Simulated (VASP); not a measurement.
# MgO (P1) in VASP: a series of runs

Runs on MgO. Level: PBEsol. Tasks: single point.

Everything below comes from runs of VASP 6.6.1. Logs are shortened: lines on timing, memory, paths and dates and some standing lists are left out, and cuts for length are marked.

### Step 1. The cell of the first run

The typed cell holds 8 atoms: a = 3.303 Å, b = 3.303 Å, c = 10.039 Å, α = 90.00°, β = 90.00°, γ = 120.00°.

### Step 2. Single point, PBEsol (atoms displaced along several vibrational modes)

File INCAR:

```
ALGO = Normal
EDIFF = 1E-6
ENCUT = 600
GGA = PS
GGA_COMPAT = False
ISIF = 2
ISMEAR = 0
LASPH = True
LCHARG = False
LREAL = False
LWAVE = False
NBANDS = 26
NELM = 120
PREC = Accurate
SIGMA = 0.05
```

File KPOINTS:

```
k-points
0
Gamma
  9 9 4
```

File POSCAR:

```
MgO
1.0
    3.3034678071      0.0000000000      0.0000000000
   -1.6517339036      2.8608870415      0.0000000000
    0.0000000000      0.0000000000     10.0387760228
Mg O
4 4
Direct
    0.2509956156      0.6666666667     -0.0153043919
    0.4156710511      0.6666666667      0.5189627339
    0.6196146229      0.3333333333      0.2452482497
    0.7137187104      0.3333333333      0.7584100923
    0.2836549019      0.6666666667      0.1848984952
    0.3830117647      0.6666666667      0.7160431628
    0.7437872471      0.3333333333      0.4576312988
    0.5895460863      0.3333333333      0.9433103592
```

Potentials or basis: VASP PAW PBE potentials, release 64 (Mg, O).

Command:

```sh
> cat potpaw_PBE.64/Mg/POTCAR potpaw_PBE.64/O/POTCAR > POTCAR
> mpirun -np 1 vasp_std > vasp.out
```

OUTCAR:

```text
EDIFF = 1E-6
   ENCUT = 600
   GGA = PS
   ISIF = 2
   ISMEAR = 0
   LASPH = True
   LREAL = False
   NELM = 120
   PREC = Accurate

 ion  position               nearest neighbor table
   1  0.251  0.667  0.985-   8 1.94   8 1.95   8 1.97   5 2.01   6 2.73   4 2.75   4 3.00   3 3.18
                             4 3.22   3 3.24   3 3.30
   2  0.416  0.667  0.519-   6 1.98   7 1.99   7 2.00   7 2.02   4 3.01   4 3.07   4 3.13   3 3.16
                             3 3.37   3 3.58
   3  0.620  0.333  0.245-   5 1.99   5 2.00   5 2.01   7 2.17   2 3.16   1 3.18   1 3.24   1 3.30
                             2 3.37   2 3.58
   4  0.714  0.333  0.758-   8 1.90   6 1.95   6 1.95   6 1.96   1 2.75   1 3.00   2 3.01   2 3.07
                             2 3.13   1 3.22
   5  0.284  0.667  0.185-   3 1.99   3 2.00   3 2.01   1 2.01
   6  0.383  0.667  0.716-   4 1.95   4 1.95   4 1.96   2 1.98   1 2.73
   7  0.744  0.333  0.458-   2 1.99   2 2.00   2 2.02   3 2.17
   8  0.590  0.333  0.943-   4 1.90   1 1.94   1 1.95   1 1.97

  LATTYP: Found a hexagonal cell.
 ALAT       =     3.3034678071
 C/A-ratio  =     3.0388599523

  Lattice vectors:

 A1 = (   3.3034678071,   0.0000000000,   0.0000000000)
 A2 = (  -1.6517339036,   2.8608870415,   0.0000000000)
 A3 = (   0.0000000000,   0.0000000000,  10.0387760228)

Analysis of symmetry for initial positions (statically):
=====================================================================
 Subroutine PRICEL returns:
 Original cell was already a primitive cell.

 Routine SETGRP: Setting up the symmetry group for a
 hexagonal supercell.

 Subroutine GETGRP returns: Found  1 space group operations
 (whereof  1 operations were pure point group operations)
 out of a pool of 24 trial point group operations.

The static configuration has the point symmetry C_1 .

Analysis of symmetry for dynamics (positions and initial velocities):
=====================================================================
 Subroutine PRICEL returns:
 Original cell was already a primitive cell.

 Routine SETGRP: Setting up the symmetry group for a
 hexagonal supercell.

 Subroutine GETGRP returns: Found  1 space group operations
 (whereof  1 operations were pure point group operations)
 out of a pool of 24 trial point group operations.

The dynamic configuration has the point symmetry C_1 .

 Subroutine INISYM returns: Found  1 space group operations
 (whereof  1 operations are pure point group operations),
 and found     1 'primitive' translations

----------------------------------------------------------------------------------------

                                     Primitive cell

  volume of cell :      94.8749

  direct lattice vectors                    reciprocal lattice vectors
     3.303467807  0.000000000  0.000000000     0.302712198  0.174770969  0.000000000
    -1.651733904  2.860887041  0.000000000     0.000000000  0.349541938  0.000000000
     0.000000000  0.000000000 10.038776023     0.000000000  0.000000000  0.099613738

  length of vectors
     3.303467807  3.303467807 10.038776023     0.349541938  0.349541938  0.099613738

  position of ions in fractional coordinates (direct lattice)
     0.250995616  0.666666667  0.984695608
     0.415671051  0.666666667  0.518962734
     0.619614623  0.333333333  0.245248250
     0.713718710  0.333333333  0.758410092
     0.283654902  0.666666667  0.184898495
     0.383011765  0.666666667  0.716043163
     0.743787247  0.333333333  0.457631299
     0.589546086  0.333333333  0.943310359

  ion indices of the primitive-cell ions
   primitive index   ion index
                 1           1
                 2           2
                 3           3
                 4           4
                 5           5
                 6           6
                 7           7
                 8           8

----------------------------------------------------------------------------------------

 KPOINTS: k-points

Automatic generation of k-mesh.
 Grid dimensions read from file:
 generate k-points for:    9    9    4

 Generating k-lattice:

  Cartesian coordinates                     Fractional coordinates (reciprocal lattice)
     0.033634689  0.019418997  0.000000000     0.111111111 -0.000000000  0.000000000
     0.000000000  0.038837993  0.000000000     0.000000000  0.111111111  0.000000000
     0.000000000  0.000000000  0.024903434     0.000000000  0.000000000  0.250000000

  Length of vectors
     0.038837993  0.038837993  0.024903434

  Shift w.r.t. Gamma in fractional coordinates (k-lattice)
     0.000000000  0.000000000  0.000000000

 Subroutine IBZKPT returns following result:
 ===========================================

 Found    163 irreducible k-points:

 Following reciprocal coordinates:
            Coordinates               Weight
  0.000000  0.000000  0.000000      1.000000
  0.111111 -0.000000  0.000000      2.000000
  0.000000  0.111111  0.000000      2.000000
 -0.111111  0.111111  0.000000      2.000000
  0.222222  0.000000  0.000000      2.000000
  0.000000  0.222222  0.000000      2.000000
[... 16 lines left out ...]
  0.333333  0.111111  0.000000      2.000000
 -0.111111  0.444444  0.000000      2.000000
 [... further k-points ...]
   k-points           NKPTS =    163   k-points in BZ     NKDIM =    163   number of bands    NBANDS=     26
   number of dos      NEDOS =    301   number of ions     NIONS =      8
   total plane-waves  NPLWV =  62720
   dimension x,y,z NGX =    28 NGY =   28 NGZ =   80
   dimension x,y,z NGXF=    56 NGYF=   56 NGZF=  160
   ions per type =               4   4
   NGX,Y,Z   is equivalent  to a cutoff of  14.09, 14.09, 13.25 a.u.
   NGXF,Y,Z  is equivalent  to a cutoff of  28.18, 28.18, 26.50 a.u.
 SYSTEM =  unknown system
   PREC   = accura    normal or accurate (medium, high low for compatibility)
   ISTART =      0    job   : 0-new  1-cont  2-samecut
   ICHARG =      2    charge: 1-file 2-atom 10-const
   ISPIN  =      1    spin polarized calculation?
   LNONCOLLINEAR =      F non collinear calculations
   LSORBIT =      F    spin-orbit coupling
   LASPH  =      T    aspherical Exc in radial PAW
   ENCUT  =  600.0 eV  44.10 Ry    6.64 a.u.   6.60  6.60 20.05*2*pi/ulx,y,z
   NELM   =    120;   NELMIN=  2; NELMDL= -5     # of ELM steps
   EDIFF  = 0.1E-05   stopping-criterion for ELM
   LREAL  =      F    real-space projection
   EDIFFG = 0.1E-04   stopping-criterion for IOM
   NSW    =      0    number of steps for IOM
   IBRION =     -1    ionic relax: 0-MD 1-quasi-New 2-CG
   NFREE  =      0    steps in history (QN), initial steepest desc. (CG)
   ISIF   =      2    stress and relaxation
   ISYM   =      2    0-nonsym 1-usesym 2-fastsym
   POTIM  = 0.5000    time-step for ionic-motion
   TEBEG  =    0.0;   TEEND  =   0.0 temperature during run
   PSTRESS=    0.0 pullay stress
   NELECT =      32.0000    total number of electrons
   NUPDOWN=      -1.0000    fix difference up-down
   EMIN   =  10.00;   EMAX   =-10.00  energy-range for DOS
   EFERMI =   0.00;   METHOD = LEGACY
   ISMEAR =     0;   SIGMA  =   0.05  broadening in eV -4-tet -1-fermi 0-gaus
   EFERMI_NEDOS =   21; number of points for ismear=-14 and -15
   IALGO  =     38    algorithm
   IMIX   =      4    mixing-type and parameters
     AMIX     =   0.40;   BMIX     =  1.00
     AMIX_MAG =   1.60;   BMIX_MAG =  1.00
  volume/ion in A,a.u.               =      11.86        80.03
  Fermi-wavevector in a.u.,A,eV,Ry     =   1.139570  2.153475 17.668792  1.298620
  Thomas-Fermi vector in A             =   2.276273
   LORBIT       =      0    0 simple, 1 ext, 2 COOP (PROOUT), +10 PAW based schemes
   GGA     = PS    functional components
   LHFCALC =     F    Hartree Fock is set to
   AEXX    =    0.0000 exact exchange contribution
   IVDW    =     0    specifies the selected vdW correction
   LEPSILON=     F    determine dielectric tensor
   LRPA    =     F    only Hartree local field effects (RPA)
 non-spin polarized calculation
 Gauss-broadening in eV      SIGMA  =   0.05
  energy-cutoff  :      600.00
  volume of cell :       94.87
 maximum number of plane-waves:      3244
   NGX = 13   NGY = 13   NGZ = 41

 number of electron      32.0000000 magnetization

 Free energy of the ion-electron system (eV)
  ---------------------------------------------------
  ext. energy  EPLUGINS =         0.00000000
  ---------------------------------------------------
  free energy    TOTEN  =       -48.53588339 eV

  energy without entropy =      -48.53588339  energy(sigma->0) =      -48.53588339

 E-fermi :   1.3549     XC(G=0):  -9.9614

 val. band max:        1.1532832676   @ k =   0.0000   0.0000   0.0000
 cond. band min:       4.1817122084   @ k =   0.0000   0.0000   0.0000
 fundamental gap:      3.0284289407
 Fermi energy:         1.3548953864

 k-point     1 :       0.0000    0.0000    0.0000
  band No.  band energies     occupation
      1     -15.4912      2.00000
      2     -14.7744      2.00000
      3     -14.6236      2.00000
      4     -14.1353      2.00000
      5      -2.4113      2.00000
      6      -1.0341      2.00000
[... 18 lines left out ...]
     25      14.9047      0.00000
     26      15.3413      0.00000

 k-point     2 :       0.1111   -0.0000    0.0000
  band No.  band energies     occupation
      1     -15.4343      2.00000
      2     -14.7314      2.00000
      3     -14.5796      2.00000
      4     -14.1051      2.00000
      5      -2.3047      2.00000
      6      -1.1681      2.00000
[... 18 lines left out ...]
     25      14.6424      0.00000
[... 608 lines left out ...]
     25      12.9790      0.00000
     26      13.8237      0.00000

 k-point    24 :      -0.1111    0.4444    0.0000
  band No.  band energies     occupation
      1     -14.9832      2.00000
      2     -14.4645      2.00000
      3     -14.2688      2.00000
      4     -13.8925      2.00000
      5      -2.3433      2.00000
      6      -2.0890      2.00000
[... 18 lines left out ...]
     25      13.1355      0.00000
     26      13.7558      0.00000

 [... further k-points ...]

------------------------ aborting loop because EDIFF is reached ----------------------------------------

  FORCE on cell =-STRESS in cart. coord.  units (eV):
  Direction    XX          YY          ZZ          XY          YZ          ZX
  --------------------------------------------------------------------------------------
  -------------------------------------------------------------------------------------
  Total       -0.8374673      0.0630163      0.9299520     -0.0875984      0.0179230      0.5463540
  in kB      -14.1425223      1.0641722     15.7043345     -1.4792968      0.3026711      9.2264179
  external PRESSURE =       0.8753281 kB  Pullay stress =       0.0000000 kB

 VOLUME and BASIS-vectors are now :
 -----------------------------------------------------------------------------
  energy-cutoff  :      600.00
  volume of cell :       94.87
      direct lattice vectors                 reciprocal lattice vectors
     3.303467807  0.000000000  0.000000000     0.302712198  0.174770969  0.000000000
    -1.651733904  2.860887041  0.000000000     0.000000000  0.349541938  0.000000000
     0.000000000  0.000000000 10.038776023     0.000000000  0.000000000  0.099613738

 POSITION                                       TOTAL-FORCE (eV/Angst)
 -----------------------------------------------------------------------------------
     -0.27200      1.90726      9.88514         0.600788      0.131725      1.221409
      0.27200      1.90726      5.20975        -0.355316      0.050549     -0.922147
      1.49630      0.95363      2.46199         0.240749     -0.048312      0.001785
      1.80717      0.95363      7.61351        -0.206993     -0.143069     -0.591604
     -0.16411      1.90726      1.85615         0.069643      0.035616      0.595582
      0.16411      1.90726      7.18820        -0.329860      0.105646     -0.687760
      1.90650      0.95363      4.59406        -0.258795     -0.034375      0.031898
      1.39697      0.95363      9.46968         0.239782     -0.097781      0.350837
 -----------------------------------------------------------------------------------
    total drift:                               -0.000059      0.000186      0.001392

  FREE ENERGIE OF THE ION-ELECTRON SYSTEM (eV)
  ---------------------------------------------------
  free  energy   TOTEN  =       -48.5358833855 eV

  energy  without entropy=      -48.5358833855  energy(sigma->0) =      -48.53588339
```

Run time: 3.7 min. Hardware: 1 thread of Intel Xeon 6975P-C (Granite Rapids), shared host; peak memory 0.52 GiB.

What came out:

```
Free energy            : -48.5359 eV
Pressure               : 0.1 GPa
Largest force          : 1.368 eV/Å
Band gap on the k mesh : 3.03 eV
```

Forces in eV/Å, atoms in the order of the input:
```
Mg   0.601  0.132  1.221
Mg  -0.355  0.051 -0.922
Mg   0.241 -0.048  0.002
Mg  -0.207 -0.143 -0.592
O    0.070  0.036  0.596
O   -0.330  0.106 -0.688
O   -0.259 -0.034  0.032
O    0.240 -0.098  0.351
```

Caveat: the cell differs from its parent crystal (atoms displaced along several vibrational modes); the PAW data sets were made with another functional, which shifts forces and pressure a little.

### Step 3. Single point, PBEsol (atoms displaced along several vibrational modes)

File INCAR:

```
PREC = Accurate
ENCUT = 600
EDIFF = 1E-6
ISMEAR = 0
SIGMA = 0.05
LREAL = F
LASPH = T
NELM = 120
ALGO = Normal
ISIF = 2
LWAVE = F
LCHARG = F
GGA = PS
NBANDS = 26
GGA_COMPAT = F
```

File KPOINTS:

```
regular mesh
0
Gamma
  9 9 4
```

File POSCAR:

```
MgO
1.0
    3.3034678071      0.0000000000      0.0000000000
   -1.6517339036      2.8608870415      0.0000000000
    0.0000000000      0.0000000000     10.0387760228
Mg O
4 4
Direct
    0.2921644744      0.6666666667     -0.0153043919
    0.3745021922      0.6666666667      0.5189627339
    0.6431406448      0.3333333333      0.2452482497
    0.6901926885      0.3333333333      0.7584100923
    0.3084941176      0.6666666667      0.1848984952
    0.3581725490      0.6666666667      0.7160431628
    0.7052269569      0.3333333333      0.4576312988
    0.6281063765      0.3333333333      0.9433103592
```

Potentials or basis: VASP PAW PBE potentials, release 64 (Mg, O).

Command:

```sh
> cat potpaw_PBE.64/Mg/POTCAR potpaw_PBE.64/O/POTCAR > POTCAR
> mpirun -np 1 vasp_std > vasp.out
```

Wall time 7.6 min (1 thread of Oxide Virtual Turin-like, shared host); peak memory 0.49 GiB.

The run converged. Its results:

```yaml
Free_energy: -48.7329 eV
Pressure: 0.4 GPa
Largest_force: 1.060 eV/Å
Band_gap_on_the_k_mesh: 3.17 eV
```

Forces on the atoms (eV/Å):
```
Mg   0.312  0.034  1.013
Mg  -0.182  0.013 -1.009
Mg   0.128 -0.013  0.016
Mg  -0.085 -0.037 -0.805
O    0.039  0.009  0.637
O   -0.176  0.027 -0.586
O   -0.136 -0.009  0.070
O    0.100 -0.025  0.664
```

Stress tensor (GPa, compression positive):
```
-0.23 -0.07  0.40
-0.07  0.14  0.01
 0.40  0.01  1.36
```

Levels at points of the mesh, in eV from the valence-band top:
```tsv
k point	band 13	band 14	band 15	band 16	band 17	band 18	band 19	band 20
(0.00, 0.00, 0.00)	-0.48	-0.10	-0.09	0.00	3.17	5.70	5.86	8.34
(0.00, 0.00, 0.50)	-0.49	-0.47	-0.10	-0.09	3.82	4.43	7.29	7.44
```

Caveat: the cell differs from its parent crystal (atoms displaced along several vibrational modes); the PAW data sets were made with another functional, which shifts forces and pressure a little. A k mesh can miss the band edges.
